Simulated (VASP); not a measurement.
# KBr (P1) in VASP: notebook

KBr is run at these levels: PBE; tasks: single point.

Program: VASP 6.6.1. These are calculated values, not measurements. Logs are shortened: lines on timing, memory, paths and dates and some standing lists are left out, and cuts for length are marked.

### Step 1. The cell of the first run

The typed cell holds 2 atoms: a = 4.715 Å, b = 4.708 Å, c = 4.678 Å, α = 59.65°, β = 60.24°, γ = 60.43°.

### Step 2. Single point, PBE

INCAR

```
ALGO = Normal ; EDIFF = 1E-6
ENCUT = 520 ; GGA = PE
ISIF = 2 ; ISMEAR = 1
LASPH = T ; LCHARG = F
LREAL = F ; LWAVE = F
NBANDS = 15 ; NELM = 100
PREC = Accurate ; SIGMA = 0.01
```

KPOINTS

```
k-points
0
Gamma
  4 4 4
```

POSCAR

```
KBr
1.0
   -0.0242900000      3.3333800000      3.3340700000
    3.3419900000     -0.0061400000      3.3159300000
    3.3214300000      3.2946800000      0.0144100000
K Br
1 1
Direct
    0.9705600000      0.0155700000      0.9679800000
    0.5020700000      0.4667800000      0.5137100000
```

Potentials or basis: VASP PAW PBE potentials, release 64 (K_sv, Br).

Started as:

```console
cat potpaw_PBE.64/K_sv/POTCAR potpaw_PBE.64/Br/POTCAR > POTCAR
mpirun -np 1 vasp_std > vasp.out
```

OUTCAR:

```text
EDIFF = 1E-6
   ENCUT = 520
   GGA = PE
   ISIF = 2
   ISMEAR = 1
   LASPH = T
   LREAL = F
   NELM = 100
   PREC = Accurate

 ion  position               nearest neighbor table
   1  0.971  0.016  0.968-   2 3.06   2 3.27
   2  0.502  0.467  0.514-   1 3.06   1 3.27

  LATTYP: Found a triclinic cell.
 ALAT       =     4.7079004476
 B/A-ratio  =     0.9916532297
 C/A-ratio  =     1.0014361513
 COS(alpha) =     0.0001868172
 COS(beta)  =     0.4935042753
 COS(gamma) =     0.5021349391

  Lattice vectors:

 A1 = (  -3.3419900000,   0.0061400000,  -3.3159300000)
 A2 = (  -0.0205600000,   3.3008200000,  -3.3015200000)
 A3 = (   0.0242900000,  -3.3333800000,  -3.3340700000)

Analysis of symmetry for initial positions (statically):
=====================================================================
 Subroutine PRICEL returns:
 Original cell was already a primitive cell.

 Routine SETGRP: Setting up the symmetry group for a
 triclinic supercell.

 Subroutine GETGRP returns: Found  1 space group operations
 (whereof  1 operations were pure point group operations)
 out of a pool of  2 trial point group operations.

The static configuration has the point symmetry C_1 .

Analysis of symmetry for dynamics (positions and initial velocities):
=====================================================================
 Subroutine PRICEL returns:
 Original cell was already a primitive cell.

 Routine SETGRP: Setting up the symmetry group for a
 triclinic supercell.

 Subroutine GETGRP returns: Found  1 space group operations
 (whereof  1 operations were pure point group operations)
 out of a pool of  2 trial point group operations.

The dynamic configuration has the point symmetry C_1 .

 Subroutine INISYM returns: Found  1 space group operations
 (whereof  1 operations are pure point group operations),
 and found     1 'primitive' translations

----------------------------------------------------------------------------------------

                                     Primitive cell

  volume of cell :      73.5962

  direct lattice vectors                    reciprocal lattice vectors
    -0.024290000  3.333380000  3.334070000    -0.148445429  0.148995112  0.149887955
     3.341990000 -0.006140000  3.315930000     0.148603630 -0.150472890  0.151524384
     3.321430000  3.294680000  0.014410000     0.150466039  0.152493951 -0.151366188

  length of vectors
     4.714661705  4.707900448  4.678356677     0.258267280  0.260162965  0.262309277

  position of ions in fractional coordinates (direct lattice)
     0.970560000  0.015570000  0.967980000
[... 91 lines left out ...]
   EMIN   =  10.00;   EMAX   =-10.00  energy-range for DOS
   EFERMI =   0.00;   METHOD = LEGACY
   ISMEAR =     1;   SIGMA  =   0.01  broadening in eV -4-tet -1-fermi 0-gaus
   EFERMI_NEDOS =   21; number of points for ismear=-14 and -15
   IALGO  =     38    algorithm
   IMIX   =      4    mixing-type and parameters
     AMIX     =   0.40;   BMIX     =  1.00
     AMIX_MAG =   1.60;   BMIX_MAG =  1.00
  volume/ion in A,a.u.               =      36.80       248.33
  Fermi-wavevector in a.u.,A,eV,Ry     =   0.984381  1.860210 13.184117  0.969005
  Thomas-Fermi vector in A             =   2.115609
   LORBIT       =      0    0 simple, 1 ext, 2 COOP (PROOUT), +10 PAW based schemes
   GGA     = PE    functional components
   LHFCALC =     F    Hartree Fock is set to
   AEXX    =    0.0000 exact exchange contribution
   IVDW    =     0    specifies the selected vdW correction
   LEPSILON=     F    determine dielectric tensor
   LRPA    =     F    only Hartree local field effects (RPA)
 non-spin polarized calculation
 Methfessel and Paxton  Order N= 1 SIGMA  =   0.01
  energy-cutoff  :      520.00
  volume of cell :       73.60
 maximum number of plane-waves:      2002
   NGX = 17   NGY = 17   NGZ = 17

 number of electron      16.0000000 magnetization

 Free energy of the ion-electron system (eV)
  ---------------------------------------------------
  ext. energy  EPLUGINS =         0.00000000
  ---------------------------------------------------
  free energy    TOTEN  =        -6.17665920 eV

  energy without entropy =       -6.17665920  energy(sigma->0) =       -6.17665920

 E-fermi :  -1.7659     XC(G=0):  -7.2670

 val. band max:       -1.8358819881   @ k =   0.0000   0.0000   0.0000
 cond. band min:       2.5361237629   @ k =   0.0000   0.0000   0.0000
 fundamental gap:      4.3720057510
 Fermi energy:        -1.7658954212

 k-point     1 :       0.0000    0.0000    0.0000
  band No.  band energies     occupation
      1     -29.6471      2.00000
      2     -14.1250      2.00000
      3     -13.1245      2.00000
      4     -13.1237      2.00000
      5     -13.1103      2.00000
      6      -1.8728      2.00000
      7      -1.8529      2.00000
      8      -1.8359      2.00000
      9       2.5361      0.00000
     10       5.7401      0.00000
     11       5.8163      0.00000
     12       5.9025      0.00000
     13       6.5905      0.00000
     14       6.7187      0.00000
[... 401 lines left out ...]
      2     -14.1936      2.00000
      3     -13.1678      2.00000
      4     -13.1440      2.00000
      5     -12.9809      2.00000
      6      -2.6771      2.00000
      7      -2.2735      2.00000
      8      -2.1334      2.00000
      9       4.7993      0.00000
     10       5.5802      0.00000
     11       6.9035      0.00000
     12       7.8563      0.00000
     13       7.9250      0.00000
     14       8.3056      0.00000
     15       9.0692      0.00000

 [... further k-points ...]

------------------------ aborting loop because EDIFF is reached ----------------------------------------

  FORCE on cell =-STRESS in cart. coord.  units (eV):
  Direction    XX          YY          ZZ          XY          YZ          ZX
  --------------------------------------------------------------------------------------
  -------------------------------------------------------------------------------------
  Total        0.0702139      0.7769025      0.1927872      0.0336193      0.0124774      0.0022927
  in kB        1.5285450     16.9130446      4.1969465      0.7318858      0.2716313      0.0499114
  external PRESSURE =       7.5461787 kB  Pullay stress =       0.0000000 kB

 VOLUME and BASIS-vectors are now :
 -----------------------------------------------------------------------------
  energy-cutoff  :      520.00
  volume of cell :       73.60
      direct lattice vectors                 reciprocal lattice vectors
    -0.024290000  3.333380000  3.334070000    -0.148445429  0.148995112  0.149887955
     3.341990000 -0.006140000  3.315930000     0.148603630 -0.150472890  0.151524384
     3.321430000  3.294680000  0.014410000     0.150466039  0.152493951 -0.151366188

 POSITION                                       TOTAL-FORCE (eV/Angst)
 -----------------------------------------------------------------------------------
      3.24354      6.42433      3.30149        -0.013934      0.357307     -0.055972
      3.25403      3.36323      3.22915         0.013934     -0.357307      0.055972
 -----------------------------------------------------------------------------------
    total drift:                               -0.000029     -0.000072     -0.000073

  FREE ENERGIE OF THE ION-ELECTRON SYSTEM (eV)
  ---------------------------------------------------
  free  energy   TOTEN  =        -6.1766592001 eV

  energy  without entropy=       -6.1766592001  energy(sigma->0) =       -6.17665920
```

OSZICAR:

```text
N       E                     dE             d eps       ncg     rms          rms(c)
DAV:   1     0.912742943377E+02    0.91274E+02   -0.66040E+03  1080   0.906E+02
DAV:   2     0.458225502989E-01   -0.91228E+02   -0.84912E+02  1439   0.223E+02
DAV:   3    -0.603695145713E+01   -0.60828E+01   -0.60521E+01  1618   0.490E+01
DAV:   4    -0.635851694707E+01   -0.32157E+00   -0.32151E+00  1579   0.896E+00
DAV:   5    -0.636127320778E+01   -0.27563E-02   -0.27461E-02  1572   0.943E-01    0.316E+00
DAV:   6    -0.617846291897E+01    0.18281E+00   -0.23382E-01  1444   0.233E+00    0.228E+00
DAV:   7    -0.616609959765E+01    0.12363E-01   -0.11650E-01  1486   0.183E+00    0.105E+00
DAV:   8    -0.617559033828E+01   -0.94907E-02   -0.12791E-02  1168   0.836E-01    0.135E-01
DAV:   9    -0.617623955963E+01   -0.64922E-03   -0.70631E-04  1500   0.162E-01    0.808E-02
DAV:  10    -0.617663740145E+01   -0.39784E-03   -0.42142E-04  1122   0.117E-01    0.151E-02
DAV:  11    -0.617665664545E+01   -0.19244E-04   -0.31862E-05  1372   0.342E-02    0.586E-03
DAV:  12    -0.617665875111E+01   -0.21057E-05   -0.23173E-06  1303   0.105E-02    0.330E-03
DAV:  13    -0.617665920014E+01   -0.44903E-06   -0.90198E-07  1166   0.556E-03
   1 F= -.61766592E+01 E0= -.61766592E+01  d E =0.228326E-23
```

stdout:

```text
POSCAR found type information on POSCAR K Br
 POSCAR found :  2 types and       2 ions
 scaLAPACK will be used
 LDA part: xc-table for (Slater+PW92), standard interpolation
 POSCAR, INCAR and KPOINTS ok, starting setup
 FFT: planning ... GRIDC
 FFT: planning ... GRID_SOFT
 FFT: planning ... GRID
 WAVECAR not read
 entering main loop
```

Run time: 17 s. Hardware: 1 thread of Intel Xeon 6975P-C (Granite Rapids), shared host; peak memory 0.22 GiB.

Results:

| Quantity | Value |
| --- | --- |
| Free energy | -6.1767 eV |
| Pressure | 0.8 GPa |
| Largest force | 0.362 eV/Å |
| Band gap on the k mesh | 4.37 eV |

Forces in eV/Å, atoms in the order of the input:
```
K   -0.014  0.357 -0.056
Br   0.014 -0.357  0.056
```

Stress tensor (GPa, compression positive):
```
0.15 0.07 0.00
0.07 1.69 0.03
0.00 0.03 0.42
```

### Step 3. Single point, PBE

INCAR

```
  PREC = Accurate
  ENCUT = 520
  EDIFF = 1E-7
  ISMEAR = 1
  SIGMA = 0.01
  LREAL = False
  LASPH = True
  NELM = 60
  ALGO = Normal
  ISIF = 2
  LWAVE = False
  LCHARG = False
  GGA = PE
  NBANDS = 15
```

KPOINTS

```
regular mesh
0
Gamma
  4 4 4
```

Edit POSCAR of step 2 so:

```diff
@@ -9,2 +9,2 @@
     0.9705600000      0.0155700000      0.9679800000
-    0.5020700000      0.4667800000      0.5137100000
+    0.5028194398      0.4675376219      0.5129531691
```

Potentials or basis: VASP PAW PBE potentials, release 64 (K_sv, Br).

Started as:

```console
cat potpaw_PBE.64/K_sv/POTCAR potpaw_PBE.64/Br/POTCAR > POTCAR
mpirun -np 1 vasp_std > vasp.out
```

Wall time 24 s (1 thread of Intel Xeon 6975P-C (Granite Rapids), shared host); peak memory 0.22 GiB.

The run converged. Its results:

| Quantity | Value |
| --- | --- |
| Free energy | -6.1769 eV |
| Pressure | 0.8 GPa |
| Largest force | 0.362 eV/Å |
| Band gap on the k mesh | 4.37 eV |

Forces on the atoms (eV/Å):
```
K   -0.014  0.358 -0.051
Br   0.014 -0.358  0.051
```

Stress tensor (GPa, compression positive):
```
0.15 0.07 0.01
0.07 1.69 0.02
0.01 0.02 0.41
```

Levels at points of the mesh, in eV from the valence-band top:
```
           k point  band 5  band 6  band 7  band 8  band 9  band 10  band 11  band 12
(0.00, 0.00, 0.00)  -11.27   -0.04   -0.02    0.00    4.37     7.58     7.65     7.74
(0.50, 0.00, 0.00)  -11.03   -1.13   -0.30   -0.27    6.52     8.05     9.47     9.51
(0.00, 0.50, 0.00)  -11.04   -1.13   -0.33   -0.29    6.53     8.13     9.46     9.64
(0.50, 0.50, 0.00)  -11.29   -0.78   -0.32   -0.27    5.96     7.08     9.32     9.36
(0.00, 0.00, 0.50)  -11.04   -1.12   -0.33   -0.32    6.52     8.16     9.44     9.65
(0.50, 0.00, 0.50)  -11.30   -0.77   -0.28   -0.28    5.90     7.12     8.69     9.38
(0.00, 0.50, 0.50)  -11.29   -0.79   -0.30   -0.26    5.98     7.07     9.33     9.36
(0.50, 0.50, 0.50)  -11.03   -1.13   -0.32   -0.29    6.51     8.09     9.44     9.53
```

### Step 4. Single point, PBE

INCAR

```
SYSTEM = KBr
ALGO     = Normal         ! electronic algorithm
EDIFF    = 1E-7           ! SCF threshold, eV
ENCUT    = 520            ! plane-wave cutoff, eV
GGA      = PE             ! functional
ISIF     = 2              ! what is computed and relaxed
ISMEAR   = 1              ! smearing method
LASPH    = .True.         ! aspherical terms in the spheres
LCHARG   = .False.        ! write CHGCAR
LREAL    = .False.        ! projectors in reciprocal space
LWAVE    = .False.        ! write WAVECAR
NBANDS   = 15             ! bands
NELM     = 100            ! most SCF steps
PREC     = Accurate       ! precision mode
SIGMA    = 0.01           ! smearing width, eV
```

KPOINTS

```
k-points
0
Gamma
  4 4 4
  0 0 0
```

Edit POSCAR of step 3 so:

```diff
@@ -9,2 +9,2 @@
     0.9705600000      0.0155700000      0.9679800000
-    0.5028194398      0.4675376219      0.5129531691
+    0.5013205602      0.4660223781      0.5144668309
```

Started as:

```console
cat potpaw_PBE.64/K_sv/POTCAR potpaw_PBE.64/Br/POTCAR > POTCAR
mpirun -np 1 vasp_std > vasp.out
```

It took 20 s on 1 thread of Intel Xeon 6975P-C (Granite Rapids), shared host; peak memory 0.22 GiB.

The run converged. Its results:

- Free energy: -6.1764 eV
- Pressure: 0.8 GPa
- Largest force: 0.363 eV/Å
- Band gap on the k mesh: 4.37 eV

Forces in eV/Å, atoms in the order of the input:
```
K   -0.014  0.357 -0.061
Br   0.014 -0.357  0.061
```

Stress tensor (GPa, compression positive):
```
0.15 0.07 0.00
0.07 1.69 0.03
0.00 0.03 0.43
```

Levels at points of the mesh, in eV from the valence-band top:
| k point | band 5 | band 6 | band 7 | band 8 | band 9 | band 10 | band 11 | band 12 |
| --- | --- | --- | --- | --- | --- | --- | --- | --- |
| (0.00, 0.00, 0.00) | -11.27 | -0.04 | -0.02 | 0.00 | 4.37 | 7.58 | 7.65 | 7.74 |
| (0.50, 0.00, 0.00) | -11.02 | -1.13 | -0.30 | -0.27 | 6.51 | 8.05 | 9.46 | 9.50 |
| (0.00, 0.50, 0.00) | -11.04 | -1.13 | -0.33 | -0.29 | 6.53 | 8.13 | 9.45 | 9.65 |
| (0.50, 0.50, 0.00) | -11.28 | -0.78 | -0.32 | -0.27 | 5.96 | 7.08 | 9.29 | 9.36 |
| (0.00, 0.00, 0.50) | -11.04 | -1.12 | -0.33 | -0.32 | 6.52 | 8.16 | 9.44 | 9.66 |
| (0.50, 0.00, 0.50) | -11.30 | -0.77 | -0.28 | -0.28 | 5.90 | 7.12 | 8.69 | 9.39 |
| (0.00, 0.50, 0.50) | -11.28 | -0.79 | -0.30 | -0.26 | 5.98 | 7.07 | 9.33 | 9.36 |
| (0.50, 0.50, 0.50) | -11.03 | -1.13 | -0.32 | -0.29 | 6.51 | 8.08 | 9.44 | 9.52 |

(Part 1 of 2 ends here.)
